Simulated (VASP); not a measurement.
## PdC: single point with PBE

The system is PdC.

```
Pd C
1.0
     2.41128   -3.72139    0.00000
     2.41128    3.72139    0.00000
     0.00000    0.00000    2.58715
Pd C
2 2
Direct
  0.81298 0.18702 0.75000
  0.18702 0.81298 0.25000
  0.54163 0.45837 0.75000
  0.45837 0.54163 0.25000
```

- Program: VASP 6.6.1
- Task: single point
- Functional: PBE
- Potentials or basis: VASP PAW PBE potentials, release 64 (Pd_sv_GW, C)
- Cutoff: 700 eV
- k mesh: 12 × 12 × 18
- Occupations: gaussian, width 0.1 eV
- Spin: no spin polarisation

| Item | Value |
| --- | --- |
| Pressure | -0.1 GPa |
| Largest force | 0.010 eV/Å |
| Band gap on the k mesh | zero (bands 22 and 23 overlap by 1.74 eV) |

Forces in eV/Å, atoms in the order of the input:
```
Pd   0.000 -0.008  0.000
Pd   0.000  0.008  0.000
C    0.000 -0.010  0.000
C    0.000  0.010  0.000
```

Stress tensor (GPa, compression positive):
```
-0.19  0.00  0.00
 0.00 -0.02  0.00
 0.00  0.00 -0.03
```

Levels at points of the mesh, in eV from the Fermi level:
| k point | band 20 | band 21 | band 22 | band 23 | band 24 | band 25 |
| --- | --- | --- | --- | --- | --- | --- |
| (0.00, 0.00, 0.00) | -1.26 | -0.72 | -0.48 | 0.50 | 1.90 | 2.37 |
| (0.50, 0.00, 0.00) | -1.29 | -1.27 | -0.97 | -0.82 | 1.44 | 5.60 |
| (0.50, 0.50, 0.00) | -1.38 | -1.25 | -0.41 | -0.11 | 3.64 | 5.04 |
| (0.00, 0.00, 0.50) | -1.63 | 0.79 | 0.79 | 0.96 | 0.96 | 3.75 |
| (0.50, 0.00, 0.50) | -1.09 | 0.16 | 0.16 | 1.37 | 1.37 | 4.77 |
| (0.50, 0.50, 0.50) | -2.05 | -0.12 | -0.12 | 0.50 | 0.50 | 6.19 |

Run time: 6.9 min on 1 thread of Intel(R) Xeon(R) 6975P-C (Granite Rapids), with other jobs on the host, peak memory 0.9 GiB.
